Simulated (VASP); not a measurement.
# PbS (Fm-3m) in VASP: a series of runs, part 2 of 4

VASP 6.6.1.

## (3) Single point, PBEsol-based screened hybrid with 25 % exact exchange

This run uses another cell than the first one, of 27.13 Å³/atom.

POSCAR reads:

```
PbS
1.0
    0.0000000000      3.0047775019      3.0047775019
    3.0047775019      0.0000000000      3.0047775019
    3.0047775019      3.0047775019      0.0000000000
Pb S
1 1
Direct
    0.0000000000      0.0000000000      0.0000000000
    0.5000000000      0.5000000000      0.5000000000
```

INCAR.step1 reads:

```
PREC = Accurate ; ENCUT = 520
EDIFF = 1E-5 ; ISMEAR = -1
SIGMA = 0.05 ; LREAL = F
LASPH = T ; NELM = 80
ALGO = Normal ; ISIF = 2
LWAVE = T ; LCHARG = F
GGA = PE ; NBANDS = 17
```

INCAR.step2 reads:

```
PREC = Accurate ; ENCUT = 520
EDIFF = 1E-6 ; ISMEAR = -1
SIGMA = 0.05 ; LREAL = F
LASPH = T ; NELM = 80
ALGO = Normal ; ISIF = 2
LWAVE = F ; LCHARG = F
GGA = PS ; LHFCALC = T
AEXX = 0.25 ; HFSCREEN = 0.207
PRECFOCK = Normal ; ISTART = 1
NBANDS = 17
```

KPOINTS reads:

```
regular mesh
0
Gamma
  4 4 4
```

Potentials or basis: VASP PAW PBE potentials, release 64 (Pb_d, S).

Run with:

```
$ cat potpaw_PBE.64/Pb_d/POTCAR potpaw_PBE.64/S/POTCAR > POTCAR
$ cp INCAR.step1 INCAR
$ mpirun -np 1 vasp_std > vasp.out
$ cp INCAR.step2 INCAR
$ mpirun -np 1 vasp_std > vasp.out
```

OUTCAR:

```text
PREC = Accurate
   ENCUT = 520
   EDIFF = 1E-6
   ISMEAR = -1
   LREAL = F
   LASPH = T
   NELM = 80
   ISIF = 2
   GGA = PS
   LHFCALC = T
   AEXX = 0.25
   HFSCREEN = 0.207
   PRECFOCK = Normal
   ISTART = 1

 ion  position               nearest neighbor table
   1  0.000  0.000  0.000-   2 3.00   2 3.00   2 3.00   2 3.00   2 3.00   2 3.00
   2  0.500  0.500  0.500-   1 3.00   1 3.00   1 3.00   1 3.00   1 3.00   1 3.00

  LATTYP: Found a face centered cubic cell.
 ALAT       =     6.0095550038

  Lattice vectors:

 A1 = (   0.0000000000,   3.0047775019,   3.0047775019)
 A2 = (   3.0047775019,   0.0000000000,   3.0047775019)
 A3 = (   3.0047775019,   3.0047775019,   0.0000000000)

Analysis of symmetry for initial positions (statically):
=====================================================================
 Subroutine PRICEL returns:
 Original cell was already a primitive cell.

 Routine SETGRP: Setting up the symmetry group for a
 face centered cubic supercell.

 Subroutine GETGRP returns: Found 48 space group operations
 (whereof 48 operations were pure point group operations)
 out of a pool of 48 trial point group operations.

The static configuration has the point symmetry O_h .

Analysis of symmetry for dynamics (positions and initial velocities):
=====================================================================
 Subroutine PRICEL returns:
 Original cell was already a primitive cell.

 Routine SETGRP: Setting up the symmetry group for a
 face centered cubic supercell.

 Subroutine GETGRP returns: Found 48 space group operations
 (whereof 48 operations were pure point group operations)
 out of a pool of 48 trial point group operations.

The dynamic configuration has the point symmetry O_h .

 Subroutine INISYM returns: Found 48 space group operations
 (whereof 48 operations are pure point group operations),
 and found     1 'primitive' translations

----------------------------------------------------------------------------------------

                                     Primitive cell

  volume of cell :      54.2584

  direct lattice vectors                    reciprocal lattice vectors
     0.000000000  3.004777502  3.004777502    -0.166401672  0.166401672  0.166401672
     3.004777502  0.000000000  3.004777502     0.166401672 -0.166401672  0.166401672
     3.004777502  3.004777502  0.000000000     0.166401672  0.166401672 -0.166401672

  length of vectors
     4.249397095  4.249397095  4.249397095     0.288216150  0.288216150  0.288216150

  position of ions in fractional coordinates (direct lattice)
     0.000000000  0.000000000  0.000000000
     0.500000000  0.500000000  0.500000000

  ion indices of the primitive-cell ions
   primitive index   ion index
                 1           1
                 2           2

----------------------------------------------------------------------------------------

 KPOINTS: regular mesh

Automatic generation of k-mesh.
 Grid dimensions read from file:
 generate k-points for:    4    4    4

 Generating k-lattice:

  Cartesian coordinates                     Fractional coordinates (reciprocal lattice)
    -0.041600418  0.041600418  0.041600418     0.250000000  0.000000000  0.000000000
     0.041600418 -0.041600418  0.041600418     0.000000000  0.250000000  0.000000000
     0.041600418  0.041600418 -0.041600418     0.000000000  0.000000000  0.250000000

  Length of vectors
     0.072054038  0.072054038  0.072054038

  Shift w.r.t. Gamma in fractional coordinates (k-lattice)
     0.000000000  0.000000000  0.000000000

 Subroutine IBZKPT returns following result:
 ===========================================

 Found      8 irreducible k-points:

 Following reciprocal coordinates:
            Coordinates               Weight
  0.000000  0.000000  0.000000      1.000000
  0.250000  0.000000  0.000000      8.000000
  0.500000  0.000000  0.000000      4.000000
  0.250000  0.250000  0.000000      6.000000
  0.500000  0.250000  0.000000     24.000000
 -0.250000  0.250000  0.000000     12.000000
  0.500000  0.500000  0.000000      3.000000
 -0.250000  0.500000  0.250000      6.000000
   k-points           NKPTS =      8   k-points in BZ     NKDIM =     64   number of bands    NBANDS=     17
   number of dos      NEDOS =    301   number of ions     NIONS =      2
   total plane-waves  NPLWV =  32768
   dimension x,y,z NGX =    32 NGY =   32 NGZ =   32
   dimension x,y,z NGXF=    64 NGYF=   64 NGZF=   64
   ions per type =               1   1
   NGX,Y,Z   is equivalent  to a cutoff of  12.52, 12.52, 12.52 a.u.
   NGXF,Y,Z  is equivalent  to a cutoff of  25.04, 25.04, 25.04 a.u.
 SYSTEM =  unknown system
   PREC   = accura    normal or accurate (medium, high low for compatibility)
   ISTART =      1    job   : 0-new  1-cont  2-samecut
   ICHARG =      0    charge: 1-file 2-atom 10-const
   ISPIN  =      1    spin polarized calculation?
   LNONCOLLINEAR =      F non collinear calculations
   LSORBIT =      F    spin-orbit coupling
   LASPH  =      T    aspherical Exc in radial PAW
   ENCUT  =  520.0 eV  38.22 Ry    6.18 a.u.   7.90  7.90  7.90*2*pi/ulx,y,z
   NELM   =     80;   NELMIN=  2; NELMDL=  0     # of ELM steps
   EDIFF  = 0.1E-05   stopping-criterion for ELM
   LREAL  =      F    real-space projection
   EDIFFG = 0.1E-04   stopping-criterion for IOM
   NSW    =      0    number of steps for IOM
   IBRION =     -1    ionic relax: 0-MD 1-quasi-New 2-CG
   NFREE  =      0    steps in history (QN), initial steepest desc. (CG)
   ISIF   =      2    stress and relaxation
   ISYM   =      3    0-nonsym 1-usesym 2-fastsym
   POTIM  = 0.5000    time-step for ionic-motion
   TEBEG  =    0.0;   TEEND  =   0.0 temperature during run
   PSTRESS=    0.0 pullay stress
   NELECT =      20.0000    total number of electrons
   NUPDOWN=      -1.0000    fix difference up-down
   EMIN   =  10.00;   EMAX   =-10.00  energy-range for DOS
   EFERMI =   0.00;   METHOD = LEGACY
   ISMEAR =    -1;   SIGMA  =   0.05  broadening in eV -4-tet -1-fermi 0-gaus
   EFERMI_NEDOS =   21; number of points for ismear=-14 and -15
   IALGO  =     38    algorithm
   IMIX   =      1    mixing-type and parameters
     AMIX     =   0.40;   BMIX     =  1.00
     AMIX_MAG =   1.60;   BMIX_MAG =  1.00
  volume/ion in A,a.u.               =      27.13       183.08
  Fermi-wavevector in a.u.,A,eV,Ry     =   1.173805  2.218169 18.746345  1.377817
  Thomas-Fermi vector in A             =   2.310212
   LORBIT       =      0    0 simple, 1 ext, 2 COOP (PROOUT), +10 PAW based schemes
   GGA     = PS    functional components
   LHFCALC =     T    Hartree Fock is set to
   PRECFOCK=normal    Normal, Fast or Accurate (Low or Medium for compatibility)
   ENCUT4O =  -1.0   cutoff for four orbital integrals eV
   NKREDX  =     1    reduce k-point grid by
   NKREDY  =     1    reduce k-point grid by
   NKREDZ  =     1    reduce k-point grid by
   AEXX    =    0.2500 exact exchange contribution
   HFSCREEN=    0.2070 screening length (either q_TF or 0.3 A-1)
   HFSCREENC=   0.2070 screening length for correlation (either q_TF or 0.3 A-1)
   ENCUTFOCK=  -1.0 apply spherical cutoff to Coloumb kernel
   IVDW    =     0    specifies the selected vdW correction
   LEPSILON=     F    determine dielectric tensor
   LRPA    =     F    only Hartree local field effects (RPA)
 non-spin polarized calculation
  energy-cutoff  :      520.00
  volume of cell :       54.26
 maximum number of plane-waves:      1476
  NGX = 24; NGY = 24; NGZ = 24

 number of electron      20.0000003 magnetization

 Free energy of the ion-electron system (eV)
  ---------------------------------------------------
  ext. energy  EPLUGINS =         0.00000000
  ---------------------------------------------------
  free energy    TOTEN  =       -10.85210634 eV

  energy without entropy =      -10.85208478  energy(sigma->0) =      -10.85209556

 E-fermi :   5.3067     XC(G=0):  -8.0450

 val. band max:        4.8753515547   @ k =   0.5000   0.0000   0.0000
 cond. band min:       5.7380562562   @ k =   0.5000   0.0000   0.0000
 fundamental gap:      0.8627047015
 Fermi energy:         5.3067039064

 k-point     1 :       0.0000    0.0000    0.0000
  band No.  band energies     occupation
      1     -13.5474      2.00000
      2     -13.5474      2.00000
      3     -13.5474      2.00000
      4     -13.5445      2.00000
      5     -13.5445      2.00000
      6      -9.8548      2.00000
[... 137 lines left out ...]
      4     -13.5331      2.00000
      5     -13.4945      2.00000
      6      -8.1600      2.00000
[... 9 lines left out ...]
     16      17.7969      0.00000
     17      18.3183      0.00000

------------------------ aborting loop because EDIFF is reached ----------------------------------------

  FORCE on cell =-STRESS in cart. coord.  units (eV):
  Direction    XX          YY          ZZ          XY          YZ          ZX
  --------------------------------------------------------------------------------------
  -------------------------------------------------------------------------------------
  Total       -1.0390225     -1.0390225     -1.0390225      0.0000000      0.0000000      0.0000000
  in kB      -30.6809358    -30.6809358    -30.6809358      0.0000000      0.0000000      0.0000000
  external PRESSURE =     -30.6809358 kB  Pullay stress =       0.0000000 kB

 VOLUME and BASIS-vectors are now :
 -----------------------------------------------------------------------------
  energy-cutoff  :      520.00
  volume of cell :       54.26
      direct lattice vectors                 reciprocal lattice vectors
     0.000000000  3.004777502  3.004777502    -0.166401672  0.166401672  0.166401672
     3.004777502  0.000000000  3.004777502     0.166401672 -0.166401672  0.166401672
     3.004777502  3.004777502  0.000000000     0.166401672  0.166401672 -0.166401672

 POSITION                                       TOTAL-FORCE (eV/Angst)
 -----------------------------------------------------------------------------------
      0.00000      0.00000      0.00000        -0.000000     -0.000000      0.000000
      3.00478      3.00478      3.00478         0.000000      0.000000     -0.000000
 -----------------------------------------------------------------------------------
    total drift:                               -0.000000     -0.000001     -0.000001

  FREE ENERGIE OF THE ION-ELECTRON SYSTEM (eV)
  ---------------------------------------------------
  free  energy   TOTEN  =       -10.8521063429 eV

  energy  without entropy=      -10.8520847828  energy(sigma->0) =      -10.85209556
```

OUTCAR.step1:

```text
PREC = Accurate
   ENCUT = 520
   EDIFF = 1E-5
   ISMEAR = -1
   LREAL = F
[... 362 lines left out ...]
      0.00000      0.00000      0.00000        -0.000000      0.000000      0.000000
      3.00478      3.00478      3.00478         0.000000     -0.000000     -0.000000
 -----------------------------------------------------------------------------------
    total drift:                                0.000000     -0.000000     -0.000000

  FREE ENERGIE OF THE ION-ELECTRON SYSTEM (eV)
  ---------------------------------------------------
  free  energy   TOTEN  =        -8.7571752871 eV

  energy  without entropy=       -8.7566711934  energy(sigma->0) =       -8.75692324
```

OSZICAR.step1:

```text
N       E                     dE             d eps       ncg     rms          rms(c)
DAV:   1     0.162764629519E+03    0.16276E+03   -0.95526E+03   272   0.122E+03
DAV:   2     0.407604277574E+01   -0.15869E+03   -0.15319E+03   272   0.308E+02
DAV:   3    -0.887770164139E+01   -0.12954E+02   -0.12877E+02   335   0.941E+01
DAV:   4    -0.926413400929E+01   -0.38643E+00   -0.38616E+00   318   0.172E+01
DAV:   5    -0.927673679297E+01   -0.12603E-01   -0.12600E-01   408   0.328E+00    0.434E+00
DAV:   6    -0.875234920461E+01    0.52439E+00   -0.15839E+00   420   0.794E+00    0.305E+00
DAV:   7    -0.875393686659E+01   -0.15877E-02   -0.14171E-01   330   0.184E+00    0.182E+00
DAV:   8    -0.875762910032E+01   -0.36922E-02   -0.17841E-02   310   0.139E+00    0.379E-01
DAV:   9    -0.875693677416E+01    0.69233E-03   -0.37418E-03   413   0.508E-01    0.100E-01
DAV:  10    -0.875717389159E+01   -0.23712E-03   -0.41570E-04   318   0.119E-01    0.761E-02
DAV:  11    -0.875717528709E+01   -0.13955E-05   -0.63336E-05   364   0.845E-02
   1 F= -.87571753E+01 E0= -.87569232E+01  d E =-.504094E-03
```

Run time: 3.4 min. Hardware: 1 thread of Intel Xeon 6975P-C (Granite Rapids), shared host; peak memory 0.28 GiB.

Results:

| Quantity | Value |
| --- | --- |
| Free energy | -10.8521 eV |
| Pressure | -3.1 GPa |
| Band gap on the k mesh | 0.86 eV |

Caveat: the k points lie up to 0.45 Å⁻¹ apart; the PAW data sets were made with another functional, which shifts forces and pressure a little; spin-orbit coupling is left out, which moves the levels of the heavy elements.

[end of part 2 of 4]
